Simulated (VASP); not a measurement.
CsPbBr3, 5 atoms in the cell. It takes space group Pm-3m (No. 221, cubic). Conventional cell: a = 6.046 Å, b = 6.046 Å, c = 6.046 Å, α = 90.00°, β = 90.00°, γ = 90.00°. Within 5.6 Å of Cs (site symmetry m-3m) lie 12 Br at 4.28 Å and 8 Pb at 5.24 Å. Within 4.0 Å of Pb (site symmetry m-3m) lie 6 Br at 3.02 Å. Br (site symmetry 4/mmm) has 2 Pb at 3.02 Å within 4.0 Å.  This cell differs from its parent crystal: strain +0.030 along x and y, +0.030 along z.

| Quantity | Value |
| --- | --- |
| Program | VASP 6.6.1 |
| Task | single point |
| Functional | PBEsol |
| Potentials or basis | VASP PAW PBE potentials, release 64 (Cs_sv, Pb_d, Br) |
| Cutoff | 520 eV |
| k mesh | 6 × 6 × 6 |
| Occupations | gaussian, width 0.05 eV |
| Spin | no spin polarisation |
| Dipole correction | no |
| Further INCAR settings | ALGO = Normal; EDIFF = 1e-07; NBANDS = 30 |

Potentials or basis: VASP PAW PBE potentials, release 64 (Cs_sv, Pb_d, Br).

The run is started by

```sh
$ cat potpaw_PBE.64/Cs_sv/POTCAR potpaw_PBE.64/Pb_d/POTCAR potpaw_PBE.64/Br/POTCAR > POTCAR
$ mpirun -np 1 vasp_std > vasp.out
```

Hardware: 1 thread of AMD EPYC 9R14 (Zen 4), with other jobs on the host.

Task: Estimate the wall time of this run.

Result: Run time: 100 s on 1 thread of AMD EPYC 9R14 (Zen 4), on a shared host, peak memory 0.36 GiB. Counts: scf iterations 15, k points 20.
